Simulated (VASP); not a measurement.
# CO2 (R-3c) in VASP: a series of runs, part 2 of 2

VASP 6.6.1. Earlier steps stand in the parts before.

## Step 3: Single point, PBE+D3(BJ)

This run uses another cell than the first one, of 15.72 Å³/atom.

INCAR reads:

```
SYSTEM = CO2
PREC = Accurate
ENCUT = 520
EDIFF = 1E-7
ISMEAR = -1
SIGMA = 0.02
LREAL = Auto
LASPH = .True.
NELM = 100
ALGO = Normal
ISIF = 2
LWAVE = .False.
LCHARG = .False.
GGA = PE
IVDW = 12
NBANDS = 82
```

KPOINTS reads:

```
Automatic mesh
0
Gamma
  4 4 4
  0 0 0
```

POSCAR reads:

```
CO2
1.0
    5.0909728007      2.9392745170      4.2015342764
   -5.0909728007      2.9392745170      4.2015342764
    0.0000000000     -5.8785490339      4.2015342764
C O
8 16
Direct
    0.0000000000      0.0000000000      0.0000000000
    0.5000000000      0.5000000000      0.5000000000
    0.4967043783      0.7500000000      0.0032956217
    0.7500000000      0.0032956217      0.4967043783
    0.0032956217      0.4967043783      0.7500000000
    0.9967043783      0.5032956217      0.2500000000
    0.5032956217      0.2500000000      0.9967043783
    0.2500000000      0.9967043783      0.5032956217
    0.9072492340      0.9072492340      0.9072492340
    0.4072492340      0.4072492340      0.4072492340
    0.0927507660      0.0927507660      0.0927507660
    0.5927507660      0.5927507660      0.5927507660
    0.5943572940      0.6649036788      0.1008170637
    0.6649036788      0.1008170637      0.5943572940
    0.1008170637      0.5943572940      0.6649036788
    0.0943572940      0.6008170637      0.1649036788
    0.6008170637      0.1649036788      0.0943572940
    0.1649036788      0.0943572940      0.6008170637
    0.4056427060      0.3350963212      0.8991829363
    0.3350963212      0.8991829363      0.4056427060
    0.8991829363      0.4056427060      0.3350963212
    0.9056427060      0.3991829363      0.8350963212
    0.3991829363      0.8350963212      0.9056427060
    0.8350963212      0.9056427060      0.3991829363
```

Potentials or basis: VASP PAW PBE potentials, release 64 (C, O).

Command:

```console
$ cat potpaw_PBE.64/C/POTCAR potpaw_PBE.64/O/POTCAR > POTCAR
$ mpirun -np 1 vasp_std > vasp.out
```

OUTCAR:

```text
SYSTEM = CO2
   PREC = Accurate
   ENCUT = 520
   EDIFF = 1E-7
   ISMEAR = -1
   LREAL = Auto
   LASPH = .True.
   NELM = 100
   ISIF = 2
   GGA = PE
   IVDW = 12
 IVDW          = 12

 ion  position               nearest neighbor table
   1  0.000  0.000  0.000-   9 1.17  11 1.17
   2  0.500  0.500  0.500-  10 1.17  12 1.17
   3  0.497  0.750  0.003-  13 1.17  23 1.17
   4  0.750  0.003  0.497-  24 1.17  14 1.17
   5  0.003  0.497  0.750-  15 1.17  22 1.17
   6  0.997  0.503  0.250-  16 1.17  21 1.17
   7  0.503  0.250  0.997-  19 1.17  17 1.17
   8  0.250  0.997  0.503-  18 1.17  20 1.17
   9  0.907  0.907  0.907-   1 1.17
  10  0.407  0.407  0.407-   2 1.17
  11  0.093  0.093  0.093-   1 1.17
  12  0.593  0.593  0.593-   2 1.17
  13  0.594  0.665  0.101-   3 1.17
  14  0.665  0.101  0.594-   4 1.17
[... 8 lines left out ...]
  23  0.399  0.835  0.906-   3 1.17
  24  0.835  0.906  0.399-   4 1.17

  LATTYP: Found a trigonal (rhomboedric) cell.
 ALAT       =     7.2256646075
 COS(alpha) =     0.0071675783

  Lattice vectors:

 A1 = (   5.0909728007,   2.9392745170,   4.2015342764)
 A2 = (  -5.0909728007,   2.9392745170,   4.2015342764)
 A3 = (   0.0000000000,  -5.8785490339,   4.2015342764)

Analysis of symmetry for initial positions (statically):
=====================================================================
 Subroutine PRICEL returns:
 Original cell was already a primitive cell.

 Routine SETGRP: Setting up the symmetry group for a
 trigonal (rhombohedral) supercell.

 Subroutine GETGRP returns: Found 12 space group operations
 (whereof  6 operations were pure point group operations)
 out of a pool of 12 trial point group operations.

The static configuration has the point symmetry S_6 .
 The point group associated with its full space group is D_3d.

Analysis of symmetry for dynamics (positions and initial velocities):
=====================================================================
 Subroutine PRICEL returns:
 Original cell was already a primitive cell.

 Routine SETGRP: Setting up the symmetry group for a
 trigonal (rhombohedral) supercell.

 Subroutine GETGRP returns: Found 12 space group operations
 (whereof  6 operations were pure point group operations)
 out of a pool of 12 trial point group operations.

The dynamic configuration has the point symmetry S_6 .
 The point group associated with its full space group is D_3d.

 Subroutine INISYM returns: Found 12 space group operations
 (whereof  6 operations are pure point group operations),
 and found     1 'primitive' translations

----------------------------------------------------------------------------------------

                                     Primitive cell

  volume of cell :     377.2247

  direct lattice vectors                    reciprocal lattice vectors
     5.090972801  2.939274517  4.201534276     0.098213057  0.056703335  0.079336098
    -5.090972801  2.939274517  4.201534276    -0.098213057  0.056703335  0.079336098
     0.000000000 -5.878549034  4.201534276     0.000000000 -0.113406669  0.079336098

  length of vectors
     7.225664607  7.225664607  7.225664607     0.138402634  0.138402634  0.138402634

  position of ions in fractional coordinates (direct lattice)
[... 88 lines left out ...]
  0.500000  0.250000  0.250000      6.000000
 -0.250000  0.250000  0.250000      6.000000
  0.500000  0.500000  0.250000      6.000000
 -0.250000  0.500000  0.250000      6.000000
  0.500000  0.500000  0.500000      1.000000
   k-points           NKPTS =     13   k-points in BZ     NKDIM =     13   number of bands    NBANDS=     82
   number of dos      NEDOS =    301   number of ions     NIONS =     24
   total plane-waves  NPLWV = 157464
   dimension x,y,z NGX =    54 NGY =   54 NGZ =   54
   dimension x,y,z NGXF=   108 NGYF=  108 NGZF=  108
   ions per type =               8  16
   NGX,Y,Z   is equivalent  to a cutoff of  12.42, 12.42, 12.42 a.u.
   NGXF,Y,Z  is equivalent  to a cutoff of  24.85, 24.85, 24.85 a.u.
 SYSTEM =  CO2
   PREC   = accura    normal or accurate (medium, high low for compatibility)
   ISTART =      0    job   : 0-new  1-cont  2-samecut
   ICHARG =      2    charge: 1-file 2-atom 10-const
   ISPIN  =      1    spin polarized calculation?
   LNONCOLLINEAR =      F non collinear calculations
   LSORBIT =      F    spin-orbit coupling
   LASPH  =      T    aspherical Exc in radial PAW
   ENCUT  =  520.0 eV  38.22 Ry    6.18 a.u.  13.43 13.43 13.43*2*pi/ulx,y,z
   NELM   =    100;   NELMIN=  2; NELMDL= -5     # of ELM steps
   EDIFF  = 0.1E-06   stopping-criterion for ELM
   LREAL  =      T    real-space projection
   EDIFFG = 0.1E-05   stopping-criterion for IOM
   NSW    =      0    number of steps for IOM
   IBRION =     -1    ionic relax: 0-MD 1-quasi-New 2-CG
   NFREE  =      0    steps in history (QN), initial steepest desc. (CG)
   ISIF   =      2    stress and relaxation
   ISYM   =      2    0-nonsym 1-usesym 2-fastsym
   POTIM  = 0.5000    time-step for ionic-motion
   TEBEG  =    0.0;   TEEND  =   0.0 temperature during run
   PSTRESS=    0.0 pullay stress
   NELECT =     128.0000    total number of electrons
   NUPDOWN=      -1.0000    fix difference up-down
   EMIN   =  10.00;   EMAX   =-10.00  energy-range for DOS
   EFERMI =   0.00;   METHOD = LEGACY
   ISMEAR =    -1;   SIGMA  =   0.02  broadening in eV -4-tet -1-fermi 0-gaus
   EFERMI_NEDOS =   21; number of points for ismear=-14 and -15
   IALGO  =     38    algorithm
   IMIX   =      4    mixing-type and parameters
     AMIX     =   0.40;   BMIX     =  1.00
     AMIX_MAG =   1.60;   BMIX_MAG =  1.00
  volume/ion in A,a.u.               =      15.72       106.07
  Fermi-wavevector in a.u.,A,eV,Ry     =   1.141856  2.157796 17.739764  1.303836
  Thomas-Fermi vector in A             =   2.278556
   LORBIT       =      0    0 simple, 1 ext, 2 COOP (PROOUT), +10 PAW based schemes
   GGA     = PE    functional components
   LHFCALC =     F    Hartree Fock is set to
   AEXX    =    0.0000 exact exchange contribution
   IVDW    =    12    specifies the selected vdW correction
   LEPSILON=     F    determine dielectric tensor
   LRPA    =     F    only Hartree local field effects (RPA)
 non-spin polarized calculation
  energy-cutoff  :      520.00
  volume of cell :      377.22
 maximum number of plane-waves:     10182
 NGX is ok and might be reduce to    54
   NGX = 27   NGY = 27   NGZ = 27

 number of electron     127.9999922 magnetization

 Free energy of the ion-electron system (eV)
  ---------------------------------------------------
  ext. energy  EPLUGINS =         0.00000000
  ---------------------------------------------------
  free energy    TOTEN  =      -184.24473248 eV

  energy without entropy =     -184.24473248  energy(sigma->0) =     -184.24473248

 E-fermi :  -3.3552     XC(G=0):  -7.5791

 val. band max:       -3.8974031883   @ k =   0.5000   0.5000  -0.0000
 cond. band min:       2.6543664744   @ k =   0.0000   0.0000   0.0000
 fundamental gap:      6.5517696628
 Fermi energy:        -3.3552141733

 k-point     1 :       0.0000    0.0000    0.0000
  band No.  band energies     occupation
      1     -24.5168      2.00000
      2     -24.4317      2.00000
      3     -24.4317      2.00000
      4     -24.3696      2.00000
      5     -24.3696      2.00000
      6     -24.3525      2.00000
[... 1016 lines left out ...]
     75       4.3977      0.00000
     76       4.3977      0.00000
 [bands above 76 left out]

------------------------ aborting loop because EDIFF is reached ----------------------------------------

 Edisp (eV)   -1.55622

 E8    (eV) :    -0.3953

  FORCE on cell =-STRESS in cart. coord.  units (eV):
  Direction    XX          YY          ZZ          XY          YZ          ZX
  --------------------------------------------------------------------------------------
  -------------------------------------------------------------------------------------
  Total       3.16707     3.16707     3.72895     0.00000     0.00000     0.00000
  in kB      13.45142    13.45142    15.83789     0.00000     0.00000     0.00000
  external pressure =       14.25 kB  Pullay stress =        0.00 kB

 VOLUME and BASIS-vectors are now :
 -----------------------------------------------------------------------------
  energy-cutoff  :      520.00
  volume of cell :      377.22
      direct lattice vectors                 reciprocal lattice vectors
     5.090972801  2.939274517  4.201534276     0.098213057  0.056703335  0.079336098
    -5.090972801  2.939274517  4.201534276    -0.098213057  0.056703335  0.079336098
     0.000000000 -5.878549034  4.201534276     0.000000000 -0.113406669  0.079336098

 POSITION                                       TOTAL-FORCE (eV/Angst)
 -----------------------------------------------------------------------------------
      0.00000      0.00000      0.00000         0.000000     -0.000000     -0.000000
      0.00000      0.00000      6.30230         0.000000     -0.000000     -0.000000
     -1.28952      3.64503      5.25192        -0.001279     -0.002216     -0.000000
      3.80145     -0.70576      5.25192        -0.001279      0.002216     -0.000000
     -2.51193     -2.93927      5.25192         0.002559     -0.000000     -0.000000
      2.51193      2.93927      7.35268        -0.002559     -0.000000     -0.000000
[... 16 lines left out ...]
     -2.21922     -1.69598      8.99096        -0.503909      0.292760     -0.249871
     -0.35915      2.76989      8.99096         0.505492      0.290018     -0.249871
 -----------------------------------------------------------------------------------
    total drift:                                0.000000      0.000000     -0.000000

  FREE ENERGIE OF THE ION-ELECTRON SYSTEM (eV)
  ---------------------------------------------------
  free  energy   TOTEN  =      -185.8009483161 eV

  energy  without entropy=     -185.8009483161  energy(sigma->0) =     -185.80094832
```

It took 7.1 min on 1 thread of Intel Xeon Platinum 8488C (Sapphire Rapids), shared host; peak memory 0.5 GiB.

What came out:

- Free energy: -185.8009 eV
- Pressure: 1.4 GPa
- Largest force: 0.634 eV/Å
- Band gap on the k mesh: 6.55 eV (least direct gap 6.63 eV)
- Dispersion energy per atom: -0.065 eV

Forces in eV/Å, atoms in the order of the input:
```
C    0.000  0.000  0.000
C    0.000  0.000  0.000
C   -0.001 -0.002  0.000
C   -0.001  0.002  0.000
C    0.003  0.000  0.000
C   -0.003  0.000  0.000
C    0.001  0.002  0.000
C    0.001 -0.002  0.000
O    0.000  0.000 -0.628
O    0.000  0.000 -0.628
O    0.000  0.000  0.628
O    0.000  0.000  0.628
O    0.505 -0.290  0.250
O   -0.504 -0.293  0.250
O   -0.002  0.583  0.250
O    0.002  0.583  0.250
O    0.504 -0.293  0.250
O   -0.505 -0.290  0.250
O   -0.505  0.290 -0.250
O    0.504  0.293 -0.250
O    0.002 -0.583 -0.250
O   -0.002 -0.583 -0.250
O   -0.504  0.293 -0.250
O    0.505  0.290 -0.250
```

Levels at points of the mesh, in eV from the valence-band top:
```csv
k point,band 62,band 63,band 64,band 65,band 66,band 67
"(0.00, 0.00, 0.00)",-0.15,-0.07,-0.07,6.55,7.66,7.66
"(0.50, 0.00, 0.00)",-0.15,-0.10,-0.10,7.48,7.48,7.74
"(0.50, 0.50, 0.00)",-0.14,-0.11,0.00,7.83,7.90,7.99
"(0.50, 0.50, 0.50)",-0.11,-0.11,-0.11,8.11,8.11,8.15
```

A k mesh can miss the band edges.
